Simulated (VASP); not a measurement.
Set up this calculation in VASP 6.6.1, as the native input.

```yaml
Task: single point
Functional: r2SCAN
Potentials_or_basis: VASP PAW PBE potentials, release 64 (Rb_sv, Br)
Cutoff: 520 eV
k_mesh: 6 × 6 × 6
Occupations: gaussian, width 0.02 eV
Spin: no spin polarisation
Dipole_correction: no
Further_INCAR_settings: ALGO = Normal; EDIFF = 1e-06; NBANDS = 15
```

The system is RbBr.

```
Rb Br
1.0
     4.00229    0.00000    0.00000
     0.00000    4.14876    0.00000
     0.00000    0.00000    4.14876
Rb Br
1 1
Direct
  0.00000 0.00000 0.00000
  0.50000 0.50000 0.50000
```

This cell differs from its parent crystal: uniaxial strain along a: -3.0 %, then relaxed in part.

The input as run:

POSCAR

```
RbBr
1.0
    4.0022949810      0.0000000000      0.0000000000
    0.0000000000      4.1487637851      0.0000000000
    0.0000000000      0.0000000000      4.1487637851
Rb Br
1 1
Direct
    0.0000000000      0.0000000000      0.0000000000
    0.5000000000      0.5000000000      0.5000000000
```

INCAR.step1

```
ALGO = Normal
EDIFF = 1E-4
ENCUT = 520
GGA = PE
ISMEAR = 0
LASPH = True
LCHARG = False
LREAL = False
LWAVE = True
NBANDS = 15
NELM = 60
PREC = Accurate
SIGMA = 0.02
```

INCAR.step2

```
ALGO = Normal
EDIFF = 1E-6
ENCUT = 520
ISIF = 2
ISMEAR = 0
ISTART = 1
LASPH = True
LCHARG = False
LMIXTAU = True
LREAL = False
LWAVE = False
METAGGA = R2SCAN
NBANDS = 15
NELM = 60
PREC = Accurate
SIGMA = 0.02
```

KPOINTS

```
k-points
0
Gamma
  6 6 6
```

Potentials or basis: VASP PAW PBE potentials, release 64 (Rb_sv, Br).

Launch:

```sh
$ cat potpaw_PBE.64/Rb_sv/POTCAR potpaw_PBE.64/Br/POTCAR > POTCAR
$ cp INCAR.step1 INCAR
$ mpirun -np 1 vasp_std > vasp.out
$ cp INCAR.step2 INCAR
$ mpirun -np 1 vasp_std > vasp.out
```

Results of the run:

```json
{"Pressure": "0.4 GPa", "Band gap on the k mesh": "4.77 eV (least direct gap 4.91 eV)"}
```

Caveat: the cell differs from its parent crystal (uniaxial strain along a: -3.0 %, then relaxed in part); the PAW data sets were made with another functional, which shifts forces and pressure a little.

Run time: 54 s on 1 thread of Intel(R) Xeon(R) 6975P-C (Granite Rapids), with other jobs on the host, peak memory 0.2 GiB.
